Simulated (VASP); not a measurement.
A run of VASP 6.6.1 is set up as follows.

INCAR

```
SYSTEM = WS2
PREC = Accurate
ENCUT = 520
EDIFF = 1E-6
ISMEAR = 0
SIGMA = 0.05
LREAL = .FALSE.
LASPH = .TRUE.
NELM = 60
ALGO = Normal
ISIF = 2
LWAVE = .FALSE.
LCHARG = .FALSE.
GGA = PS
NBANDS = 35
```

Contents of KPOINTS:

```
regular mesh
0
G
  12 12 2
  0 0 0
```

POSCAR

```
WS2
1.0
    3.0986931629      0.0000000000      0.0000000000
   -1.5493465814      2.7244131955      0.0000000000
    0.0000000000      0.0000000000     23.5674572586
W S
2 4
Direct
    0.3333333333      0.6666666667      0.6345758579
    0.6666666667      0.3333333333      0.3654241421
    0.3333333333      0.6666666667      0.2989469828
    0.6666666667      0.3333333333      0.5680493466
    0.3333333333      0.6666666667      0.4319506534
    0.6666666667      0.3333333333      0.7010530172
```

Potentials or basis: VASP PAW PBE potentials, release 64 (W_sv, S).

The run is started by

```sh
$ cat potpaw_PBE.64/W_sv/POTCAR potpaw_PBE.64/S/POTCAR > POTCAR
$ mpirun -np 1 vasp_std > vasp.out
```

(1) Predict the largest force.

(2) What does it give for the band gap on the k mesh?

Results:

(1) 0.211 eV/Å.

(2) 1.57 eV (least direct gap 1.99 eV).

Caveat: the cell differs from its parent crystal (strain -0.0150 x Voigt [1, 0, 0, 0, 0, 0]); there is no dipole correction, which matters where the two faces differ; the PAW data sets were made with another functional, which shifts forces and pressure a little; spin-orbit coupling is left out, which moves the levels of the heavy elements.
